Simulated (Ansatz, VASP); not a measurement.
## Two plane-wave programs on CsTl

```xyz
2
Lattice="4.5227 0.0000 0.0000 0.0000 4.5227 0.0000 0.0000 0.0000 4.5227" Properties=species:S:1:pos:R:3 pbc="T T T"
Cs    2.2613    2.2613    2.2613
Tl    0.0000    0.0000    0.0000
```

Change from the starting cell: species swapped into the RbAu type (Pm-3m, No. 221).

Alike in both runs: task single point; functional PBE; k mesh 4 × 4 × 4; occupations gaussian, width 0.1 eV; no spin polarisation.

|  | VASP | Ansatz |
| --- | --- | --- |
| version | VASP 6.6.1 | Ansatz 0.2.0 |
| potentials or method | VASP PAW PBE potentials, release 64 (Cs_sv, Tl_d), cutoff 520 eV | scalar-relativistic, plane waves, PAW |
| valence electrons in the cell | 22 | 22 |

```tsv
	VASP	Ansatz	Ansatz less VASP
gap on the k mesh at the Fermi level (eV)	none	none	-
pressure (GPa)	0.9	0.9	+0.01
```

A gap of «none» marks a metal or a gap that the smearing closes. With one functional, cell and mesh, what is left measures potentials, basis and numerics.

Neither program's run includes spin-orbit coupling.
